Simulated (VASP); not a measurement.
# Si (I4/mmm) in VASP: a series of runs

Si is run at these levels: PBE; tasks: single point.

Everything below comes from runs of VASP 6.6.1. Logs are shortened: lines on timing, memory, paths and dates and some standing lists are left out, and cuts for length are marked.

## (1) The cell of the first run

The structure is tetragonal, space group I4/mmm (No. 139). The conventional cell has a = 3.254 Å, b = 3.254 Å, c = 2.561 Å, α = 90.00°, β = 90.00°, γ = 90.00°. Si (site symmetry 4/mmm) has 14 Si at 2.56 to 3.25 Å within 3.4 Å.

## (2) Single point, PBE

File INCAR:

```
SYSTEM = Si
ALGO = Normal
EDIFF = 1E-6
ENCUT = 500
GGA = PE
GGA_COMPAT = .False.
ISIF = 2
ISMEAR = -1
LASPH = .True.
LCHARG = .False.
LREAL = .False.
LWAVE = .False.
NBANDS = 8
NELM = 120
PREC = Accurate
SIGMA = 0.1
```

File KPOINTS:

```
k-points
0
Gamma
  17 17 17
  0 0 0
```

File POSCAR:

```
Si
1.0
   -1.6269100000      1.6269100000      1.2807201000
    1.6269100000     -1.6269100000      1.2807201000
    1.6269100000      1.6269100000     -1.2807201000
Si
1
Direct
    0.0000000000      0.0000000000      0.0000000000
```

Potentials or basis: VASP PAW PBE potentials, release 64 (Si).

The run is started by

```
$ cat potpaw_PBE.64/Si/POTCAR > POTCAR
$ mpirun -np 1 vasp_std > vasp.out
```

OUTCAR:

```text
SYSTEM = Si
   EDIFF = 1E-6
   ENCUT = 500
   GGA = PE
   ISIF = 2
   ISMEAR = -1
   LASPH = .True.
   LREAL = .False.
   NELM = 120
   PREC = Accurate

 ion  position               nearest neighbor table
   1  0.000  0.000  0.000-

  LATTYP: Found a body centered tetragonal cell.
 ALAT       =     3.2538200000
 C/A-ratio  =     0.7872101714

  Lattice vectors:

 A1 = (  -1.6269100000,   1.6269100000,   1.2807201000)
 A2 = (   1.6269100000,  -1.6269100000,   1.2807201000)
 A3 = (   1.6269100000,   1.6269100000,  -1.2807201000)

Analysis of symmetry for initial positions (statically):
=====================================================================
 Subroutine PRICEL returns:
 Original cell was already a primitive cell.

 Routine SETGRP: Setting up the symmetry group for a
 body centered tetragonal supercell.

 Subroutine GETGRP returns: Found 16 space group operations
 (whereof 16 operations were pure point group operations)
 out of a pool of 16 trial point group operations.

The static configuration has the point symmetry D_4h.

Analysis of symmetry for dynamics (positions and initial velocities):
=====================================================================
 Subroutine PRICEL returns:
 Original cell was already a primitive cell.

 Routine SETGRP: Setting up the symmetry group for a
 body centered tetragonal supercell.

 Subroutine GETGRP returns: Found 16 space group operations
 (whereof 16 operations were pure point group operations)
 out of a pool of 16 trial point group operations.

The dynamic configuration has the point symmetry D_4h.

 Subroutine INISYM returns: Found 16 space group operations
 (whereof 16 operations are pure point group operations),
 and found     1 'primitive' translations

----------------------------------------------------------------------------------------

                                     Primitive cell

  volume of cell :      13.5594

  direct lattice vectors                    reciprocal lattice vectors
    -1.626910000  1.626910000  1.280720100     0.000000000  0.307331075  0.390405366
     1.626910000 -1.626910000  1.280720100     0.307331075  0.000000000  0.390405366
     1.626910000  1.626910000 -1.280720100     0.307331075  0.307331075  0.000000000

  length of vectors
     2.633233045  2.633233045  2.633233045     0.496858873  0.496858873  0.434631775

  position of ions in fractional coordinates (direct lattice)
     0.000000000  0.000000000  0.000000000

[... 75 lines left out ...]
   EDIFF  = 0.1E-05   stopping-criterion for ELM
   LREAL  =      F    real-space projection
   EDIFFG = 0.1E-04   stopping-criterion for IOM
   NSW    =      0    number of steps for IOM
   IBRION =     -1    ionic relax: 0-MD 1-quasi-New 2-CG
   NFREE  =      0    steps in history (QN), initial steepest desc. (CG)
   ISIF   =      2    stress and relaxation
   ISYM   =      2    0-nonsym 1-usesym 2-fastsym
   POTIM  = 0.5000    time-step for ionic-motion
   TEBEG  =    0.0;   TEEND  =   0.0 temperature during run
   PSTRESS=    0.0 pullay stress
   NELECT =       4.0000    total number of electrons
   NUPDOWN=      -1.0000    fix difference up-down
   EMIN   =  10.00;   EMAX   =-10.00  energy-range for DOS
   EFERMI =   0.00;   METHOD = LEGACY
   ISMEAR =    -1;   SIGMA  =   0.10  broadening in eV -4-tet -1-fermi 0-gaus
   EFERMI_NEDOS =   21; number of points for ismear=-14 and -15
   IALGO  =     38    algorithm
   IMIX   =      4    mixing-type and parameters
     AMIX     =   0.40;   BMIX     =  1.00
     AMIX_MAG =   1.60;   BMIX_MAG =  1.00
  volume/ion in A,a.u.               =      13.56        91.50
  Fermi-wavevector in a.u.,A,eV,Ry     =   1.089802  2.059428 16.159220  1.187669
  Thomas-Fermi vector in A             =   2.226013
   LORBIT       =      0    0 simple, 1 ext, 2 COOP (PROOUT), +10 PAW based schemes
   GGA     = PE    functional components
   LHFCALC =     F    Hartree Fock is set to
   AEXX    =    0.0000 exact exchange contribution
   IVDW    =     0    specifies the selected vdW correction
   LEPSILON=     F    determine dielectric tensor
   LRPA    =     F    only Hartree local field effects (RPA)
 non-spin polarized calculation
  energy-cutoff  :      500.00
  volume of cell :       13.56
 maximum number of plane-waves:       353
   NGX =  9   NGY =  9   NGZ =  9

 number of electron       4.0000000 magnetization

 Free energy of the ion-electron system (eV)
  ---------------------------------------------------
  ext. energy  EPLUGINS =         0.00000000
  ---------------------------------------------------
  free energy    TOTEN  =        -4.92727734 eV

  energy without entropy =       -4.91461143  energy(sigma->0) =       -4.92094439

 E-fermi :  10.9817     XC(G=0): -11.4438

 val. band max:       10.9663132132   @ k =  -0.2353   0.4706   0.1176
 cond. band min:      10.9986910748   @ k =  -0.1765   0.4118   0.0588
 fundamental gap:      0.0323778616
 Fermi energy:        10.9816961795

 k-point     1 :       0.0000    0.0000    0.0000
  band No.  band energies     occupation
      1      -4.0522      2.00000
      2      20.2272      0.00000
      3      21.0601      0.00000
      4      21.0601      0.00000
      5      23.6507      0.00000
      6      25.9150      0.00000
      7      26.9921      0.00000
      8      26.9921      0.00000
[... 243 lines left out ...]
 k-point    24 :      -0.1176    0.0588   -0.0000
  band No.  band energies     occupation
      1      -3.7390      2.00000
      2      17.2981      0.00000
      3      20.5172      0.00000
      4      22.6728      0.00000
      5      23.4629      0.00000
      6      25.7242      0.00000
      7      26.1253      0.00000
      8      27.8872      0.00000

 [... further k-points ...]

------------------------ aborting loop because EDIFF is reached ----------------------------------------

  FORCE on cell =-STRESS in cart. coord.  units (eV):
  Direction    XX          YY          ZZ          XY          YZ          ZX
  --------------------------------------------------------------------------------------
  -------------------------------------------------------------------------------------
  Total        0.5681905      0.5681905      0.6644861      0.0000000     -0.0000000      0.0000000
  in kB       67.1372033     67.1372033     78.5154705      0.0000000     -0.0000000      0.0000000
  external PRESSURE =      70.9299590 kB  Pullay stress =       0.0000000 kB

 VOLUME and BASIS-vectors are now :
 -----------------------------------------------------------------------------
  energy-cutoff  :      500.00
  volume of cell :       13.56
      direct lattice vectors                 reciprocal lattice vectors
    -1.626910000  1.626910000  1.280720100     0.000000000  0.307331075  0.390405366
     1.626910000 -1.626910000  1.280720100     0.307331075  0.000000000  0.390405366
     1.626910000  1.626910000 -1.280720100     0.307331075  0.307331075  0.000000000

 POSITION                                       TOTAL-FORCE (eV/Angst)
 -----------------------------------------------------------------------------------
      0.00000      0.00000      0.00000        -0.000000      0.000000      0.000000
 -----------------------------------------------------------------------------------
    total drift:                                0.000000      0.000000     -0.000000

  FREE ENERGIE OF THE ION-ELECTRON SYSTEM (eV)
  ---------------------------------------------------
  free  energy   TOTEN  =        -4.9272773385 eV

  energy  without entropy=       -4.9146114344  energy(sigma->0) =       -4.92094439
```

stdout:

```text
POSCAR found type information on POSCAR Si
 POSCAR found :  1 types and       1 ions
 scaLAPACK will be used
 LDA part: xc-table for (Slater+PW92), standard interpolation
 POSCAR, INCAR and KPOINTS ok, starting setup
 FFT: planning ... GRIDC
 FFT: planning ... GRID_SOFT
 FFT: planning ... GRID
 WAVECAR not read
 entering main loop
```

Wall time 16 s (1 thread of Intel Xeon Platinum 8375C at 2.90GHz (Ice Lake), shared host); peak memory 0.14 GiB.

What came out:

- Free energy: -4.9273 eV
- Pressure: 7.1 GPa
- Band gap on the k mesh: zero (bands 2 and 3 overlap by 13.11 eV)

Caveat: the cell stands under pressure.

## (3) Single point, PBE

This run uses another cell than the first one, of 13.77 Å³/atom.

File INCAR:

```
SYSTEM = Si
PREC = Accurate ; ENCUT = 500
EDIFF = 1E-6 ; ISMEAR = -1
SIGMA = 0.1 ; LREAL = .False.
LASPH = .True. ; NELM = 120
ALGO = Normal ; ISIF = 2
LWAVE = .False. ; LCHARG = .False.
GGA = PE ; NBANDS = 8
GGA_COMPAT = .False.
```

File KPOINTS:

```
Automatic mesh
0
Gamma
  17 17 17
  0 0 0
```

File POSCAR:

```
Si
1.0
   -1.6269100000      1.6269100000      1.3005250500
    1.6269100000     -1.6269100000      1.3005250500
    1.6269100000      1.6269100000     -1.3005250500
Si
1
Direct
    0.0000000000      0.0000000000      0.0000000000
```

Potentials or basis: VASP PAW PBE potentials, release 64 (Si).

The run is started by

```
$ cat potpaw_PBE.64/Si/POTCAR > POTCAR
$ mpirun -np 1 vasp_std > vasp.out
```

Wall time 15 s (1 thread of Intel Xeon Platinum 8375C at 2.90GHz (Ice Lake), shared host); peak memory 0.14 GiB.

Results (log left out):

* Free energy: -4.9356 eV
* Pressure: 5.2 GPa
* Band gap on the k mesh: zero (bands 2 and 3 overlap by 13.23 eV)

Stress tensor (GPa, compression positive):
```
5.32 0.00 0.00
0.00 5.32 0.00
0.00 0.00 4.96
```

Levels at points of the mesh, in eV from the Fermi level:
```tsv
k point	band 1	band 2	band 3	band 4	band 5	band 6	band 7
(0.00, 0.00, 0.00)	-14.87	9.43	10.15	10.15	12.86	14.44	15.64
```

Caveat: the cell stands under pressure.
